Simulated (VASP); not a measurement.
C:

```
C
1.0
     0.00000    1.80874    1.64234
     1.80874    0.00000    1.64234
     1.80874    1.80874    0.00000
C
2
Direct
  0.50000 0.50000 0.50000
  0.75000 0.75000 0.75000
```

This cell differs from its parent crystal: volume 5.373 Å^3 an atom, c/a of the conventional cell 0.9080.

Base run:

```yaml
Program: VASP 6.6.1
Functional: LDA
Potentials_or_basis: VASP PAW LDA potentials, release 64 (C_h)
Cutoff: 910 eV
k_mesh: 12 × 12 × 12
Occupations: gaussian, width 0.05 eV
Spin: no spin polarisation
```

Its results: band gap on the k mesh 1.82 eV, indirect (least direct gap 4.09 eV); pressure 12.7 GPa.

Question: The run is repeated on the same cell with these changes: potentials or basis from VASP PAW LDA potentials, release 64 (C_h) to VASP PAW LDA potentials, release 64 (C); cutoff from 910 eV to 520 eV; further incar settings from ALGO = Normal; EDIFF = 1e-06; NBANDS = 11 to ALGO = Normal; EDIFF = 1e-07; NBANDS = 11. What comes out?

Answer: Band gap on the k mesh 1.81 eV, indirect (least direct gap 4.09 eV); pressure 13.8 GPa.

Caveats: the cutoff is under 1.25 times the usual one of these potentials, so pressure, stress and relaxed cells hold a basis-set (Pulay) error (some runs).

A k mesh can miss the band edges.
